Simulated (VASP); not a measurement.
Wanted: the native input for a VASP 6.6.1 run.

```
Task                   : single point
Functional             : r2SCAN
Potentials or basis    : VASP PAW PBE potentials, release 64 (K_sv, Cl)
Cutoff                 : 520 eV
k mesh                 : 8 × 8 × 8
Occupations            : gaussian, width 0.01 eV
Spin                   : no spin polarisation
Dipole correction      : no
Further INCAR settings : ALGO = Normal; EDIFF = 1e-06; NBANDS = 15
```

Crystal: KCl.

```
K Cl
1.0
     0.00000    3.14485    3.14485
     3.23919    0.00000    3.14485
     3.23919    3.14485    0.00000
K Cl
1 1
Direct
  0.00000 0.00000 0.00000
  0.50000 0.50000 0.50000
```

This cell differs from its parent crystal: uniaxial x strain +3.0%.

The input as run:

POSCAR

```
KCl
1.0
    0.0000000000      3.1448483221      3.1448483221
    3.2391937718      0.0000000000      3.1448483221
    3.2391937718      3.1448483221      0.0000000000
K Cl
1 1
Direct
    0.0000000000      0.0000000000      0.0000000000
    0.5000000000      0.5000000000      0.5000000000
```

INCAR.step1

```
SYSTEM = KCl
PREC     = Accurate       ! precision mode
ENCUT    = 520            ! plane-wave cutoff, eV
ISMEAR   = 0              ! smearing method
SIGMA    = 0.01           ! smearing width, eV
LREAL    = .FALSE.        ! projectors in reciprocal space
LASPH    = .TRUE.         ! aspherical terms in the spheres
NELM     = 80             ! most SCF steps
NBANDS   = 15             ! bands
GGA      = PE             ! functional
ALGO     = Normal         ! electronic algorithm
EDIFF    = 1E-4           ! SCF threshold, eV
LWAVE    = .TRUE.         ! write WAVECAR
LCHARG   = .FALSE.        ! write CHGCAR
```

INCAR.step2

```
SYSTEM = KCl
PREC     = Accurate       ! precision mode
ENCUT    = 520            ! plane-wave cutoff, eV
EDIFF    = 1E-6           ! SCF threshold, eV
ISMEAR   = 0              ! smearing method
SIGMA    = 0.01           ! smearing width, eV
LREAL    = .FALSE.        ! projectors in reciprocal space
LASPH    = .TRUE.         ! aspherical terms in the spheres
NELM     = 80             ! most SCF steps
ALGO     = Normal         ! electronic algorithm
ISIF     = 2              ! what is computed and relaxed
LWAVE    = .FALSE.        ! write WAVECAR
LCHARG   = .FALSE.        ! write CHGCAR
METAGGA  = R2SCAN         ! meta-GGA
LMIXTAU  = .TRUE.       
NBANDS   = 15             ! bands
ISTART   = 1
```

KPOINTS

```
Automatic mesh
0
G
  8 8 8
  0 0 0
```

Potentials or basis: VASP PAW PBE potentials, release 64 (K_sv, Cl).

Command:

```console
$ cat potpaw_PBE.64/K_sv/POTCAR potpaw_PBE.64/Cl/POTCAR > POTCAR
$ cp INCAR.step1 INCAR
$ mpirun -np 1 vasp_std > vasp.out
$ cp INCAR.step2 INCAR
$ mpirun -np 1 vasp_std > vasp.out
```

Results of the run:

```
Pressure               : -0.5 GPa
Band gap on the k mesh : 5.72 eV, direct
```

Caveat: the cell differs from its parent crystal (uniaxial x strain +3.0%); the PAW data sets were made with another functional, which shifts forces and pressure a little.

It took 3.3 min on 1 thread of Intel(R) Xeon(R) Platinum 8375C CPU @ 2.90GHz (Ice Lake) (shared host), peak memory 0.24 GiB.
